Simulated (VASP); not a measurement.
**LiH: single point with r2SCAN**

The system is LiH.

```
Li H
1.0
     2.40484    0.00000    0.00000
     0.00000    2.40484    0.00000
     0.00000    0.00000    2.40484
Li H
1 1
Direct
  0.00000 0.00000 0.00000
  0.50000 0.50000 0.50000
```

This cell differs from its parent crystal: strain -3.9%.

* Program: VASP 6.6.1
* Task: single point
* Functional: r2SCAN
* Potentials or basis: VASP PAW PBE potentials, release 64 (Li_sv, H)
* Cutoff: 520 eV
* k mesh: 10 × 10 × 10
* Occupations: gaussian, width 0.01 eV
* Spin: no spin polarisation
* Dipole correction: no
* Further INCAR settings: ALGO = Normal; EDIFF = 1e-06; NBANDS = 9

| Quantity | Value |
| --- | --- |
| Band gap on the k mesh | 1.27 eV (least direct gap 5.00 eV) |

Levels at points of the mesh, in eV from the valence-band top:
```csv
k point,band 1,band 2,band 3,band 4,band 5,band 6,band 7
"(0.00, 0.00, 0.00)",-50.09,-9.97,13.76,13.76,13.76,15.54,16.89
"(0.50, 0.00, 0.00)",-50.01,-7.67,1.27,13.71,19.19,19.19,21.88
"(0.50, 0.50, 0.00)",-49.94,-3.23,1.77,1.77,11.30,23.35,23.64
"(0.50, 0.50, 0.50)",-49.88,0.00,7.75,7.75,7.75,9.36,9.36
```

Run time: 22 s on 1 thread of Oxide Virtual Turin-like Processor (shared host), peak memory 0.08 GiB.

Caveat: the cell differs from its parent crystal (strain -3.9%); the structure was generated, so it needn't be the stable form of LiH. A k mesh can miss the band edges.
